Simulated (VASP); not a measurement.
Here is a VASP 6.6.1 calculation.

The input INCAR:

```
SYSTEM = ZrN
ALGO = Normal
EDIFF = 1E-6
ENCUT = 600
GGA = PE
GGA_COMPAT = .False.
ISIF = 2
ISMEAR = 0
LASPH = .True.
LCHARG = .False.
LREAL = .False.
LWAVE = .False.
NBANDS = 16
NELM = 120
PREC = Accurate
SIGMA = 0.05
```

The input KPOINTS:

```
k-points
0
Gamma
  6 6 6
  0 0 0
```

Contents of POSCAR:

```
ZrN
1.0
    0.0000000000      2.2842273067      2.2842273067
    2.2842273067      0.0000000000      2.2842273067
    2.2842273067      2.2842273067      0.0000000000
Zr N
1 1
Direct
    0.5000000000      0.5000000000      0.5000000000
    0.0000000000      0.0000000000      0.0000000000
```

Potentials or basis: VASP PAW PBE potentials, release 64 (Zr_sv, N).

Launch:

```console
$ cat potpaw_PBE.64/Zr_sv/POTCAR potpaw_PBE.64/N/POTCAR > POTCAR
$ mpirun -np 1 vasp_std > vasp.out
```

**Question.** What does it give for the pressure?

**Answer.** 4.4 GPa.

Caveat: the k points lie up to 0.40 Å⁻¹ apart.
